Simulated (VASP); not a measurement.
Write the native input for VASP 6.6.1 that does the following.

- Task: single point
- Functional: PBEsol
- Potentials or basis: VASP PAW PBE potentials, release 64 (Cd, H, O)
- Cutoff: 600 eV
- k mesh: 6 × 6 × 4
- Occupations: methfessel-paxton, width 0.2 eV
- Spin: no spin polarisation
- Dipole correction: no
- Further INCAR settings: ALGO = Normal; EDIFF = 1e-06; NBANDS = 21

The structure of CdH2O2 lies in POSCAR:

```
CdH2O2
1.0
    3.5019706991      0.0000000000      0.0000000000
   -1.7509853495      3.0327955887      0.0000000000
    0.0000000000      0.0000000000      4.5691751517
Cd H O
1 2 2
Direct
    0.0000000000      0.0000000000      0.0000000000
    0.6666666667      0.3333333333      0.5468707629
    0.3333333333      0.6666666667      0.4531292371
    0.6666666667      0.3333333333      0.7582065004
    0.3333333333      0.6666666667      0.2417934996
```

The input as run:

INCAR

```
SYSTEM = CdH2O2
PREC = Accurate
ENCUT = 600
EDIFF = 1E-6
ISMEAR = 1
SIGMA = 0.2
LREAL = .FALSE.
LASPH = .TRUE.
NELM = 120
ALGO = Normal
ISIF = 2
LWAVE = .FALSE.
LCHARG = .FALSE.
GGA = PS
NBANDS = 21
GGA_COMPAT = .FALSE.
```

KPOINTS

```
Automatic mesh
0
G
  6 6 4
  0 0 0
```

Potentials or basis: VASP PAW PBE potentials, release 64 (Cd, H, O).

Run with:

```bash
$ cat potpaw_PBE.64/Cd/POTCAR potpaw_PBE.64/H/POTCAR potpaw_PBE.64/O/POTCAR > POTCAR
$ mpirun -np 1 vasp_std > vasp.out
```

Results of the run:

```yaml
Pressure: 1.9 GPa
Largest_force: 0.724 eV/Å
Band_gap_on_the_k_mesh: 1.62 eV (least direct gap 2.00 eV)
```

Caveat: the PAW data sets were made with another functional, which shifts forces and pressure a little.

It took 13 s on 1 thread of Intel(R) Xeon(R) 6975P-C (Granite Rapids), on a shared host, peak memory 0.19 GiB.
